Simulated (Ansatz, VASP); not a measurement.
# One calculation of Hf2Sc3N, two programs

```xyz
6
Lattice="5.5479 0.0000 0.0000 -2.7740 4.8047 0.0000 0.0000 0.0000 5.3391" Properties=species:S:1:pos:R:3 pbc="T T T"
Hf    2.7740    1.6016    0.0000
Hf    0.0000    3.2031    0.0000
Sc    2.7740    0.0000    2.6696
Sc   -1.3870    2.4023    2.6696
Sc    1.3870    2.4023    2.6696
N     0.0000    0.0000    0.0000
```

Change from the starting cell: species swapped into the NdB2Rh3 type (P6/mmm, No. 191).

Alike in both runs: functional PBE; k mesh 12 × 12 × 8; occupations gaussian, width 0.1 eV; no spin polarisation.

Ansatz relaxed the structure, and its values are those at the end. VASP's run is a single point on that final structure, the one shown.

|  | VASP | Ansatz |
| --- | --- | --- |
| version | VASP 6.6.1 | Ansatz 0.2.0 |
| potentials or method | VASP PAW PBE potentials, release 64 (Hf_pv, Sc_sv, N), cutoff 520 eV | scalar-relativistic, plane waves, PAW |
| valence electrons in the cell | 58 | 90 |

|  | VASP | Ansatz | Ansatz less VASP |
| --- | --- | --- | --- |
| gap on the k mesh at the Fermi level (eV) | none | none | - |
| pressure (GPa) | -0.1 | 0.0 | +0.10 |

A gap of «none» marks a metal or a gap that the smearing closes. VASP's potentials hold 58 valence electrons a cell and Ansatz's 90, so a difference there can come from the potentials and not from the codes.

Neither program's run includes spin-orbit coupling.
